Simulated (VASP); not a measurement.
Here is a VASP 6.6.1 calculation.

INCAR

```
PREC = Accurate
ENCUT = 520
EDIFF = 1E-6
ISMEAR = -1
SIGMA = 0.05
LREAL = False
LASPH = True
NELM = 80
ALGO = Normal
ISIF = 2
LWAVE = False
LCHARG = False
GGA = PE
NBANDS = 12
```

KPOINTS

```
Automatic mesh
0
Gamma
  19 19 19
```

File POSCAR:

```
In
1.0
   -1.4275142948      1.4275142948      1.4275142948
    1.4275142948     -1.4275142948      1.4275142948
    1.4275142948      1.4275142948     -1.4275142948
In
1
Direct
    0.0000000000      0.0000000000      0.0000000000
```

Potentials or basis: VASP PAW PBE potentials, release 64 (In_d).

The run is started by

```console
$ cat potpaw_PBE.64/In_d/POTCAR > POTCAR
$ mpirun -np 1 vasp_std > vasp.out
```

(1) Estimate the band gap on the k mesh.

(2) Estimate the pressure.

Answers

(1) zero (an odd number of electrons rules out a gap without spin polarisation).

(2) 281.6 GPa.

Caveat: the cell stands under pressure; spin-orbit coupling is left out, which moves the levels of the heavy elements.
